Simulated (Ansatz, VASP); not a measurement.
# One calculation of Si, two programs

```xyz
2
Lattice="0.0000 2.7167 2.7167 2.7167 0.0000 2.7167 2.7167 2.7167 0.0000" Properties=species:S:1:pos:R:3 pbc="T T T"
Si    0.0000    0.0000    0.0000
Si    1.3584    1.3584    1.3584
```

Alike in both runs: functional PBEsol; k mesh 14 × 14 × 14; occupations gaussian, width 0.02 eV; no spin polarisation.

Ansatz relaxed the structure, and its values are those at the end. VASP's run is a single point on that final structure, the one shown.

|  | VASP | Ansatz |
| --- | --- | --- |
| version | VASP 6.6.1 | Ansatz 0.2.0 |
| potentials or method | VASP PAW PBE potentials, release 64 (Si), cutoff 500 eV | scalar-relativistic, plane waves, PAW |
| valence electrons in the cell | 8 | 8 |

```csv
,VASP,Ansatz,Ansatz less VASP
gap on the k mesh at the Fermi level (eV),0.46,0.47,+0.006
least direct gap on the mesh (eV),2.52,2.52,+0.002
pressure (GPa),0.1,0.0,-0.12
```

VASP's potentials were made for PBE, not for PBEsol, and Ansatz warns of the same on its side.
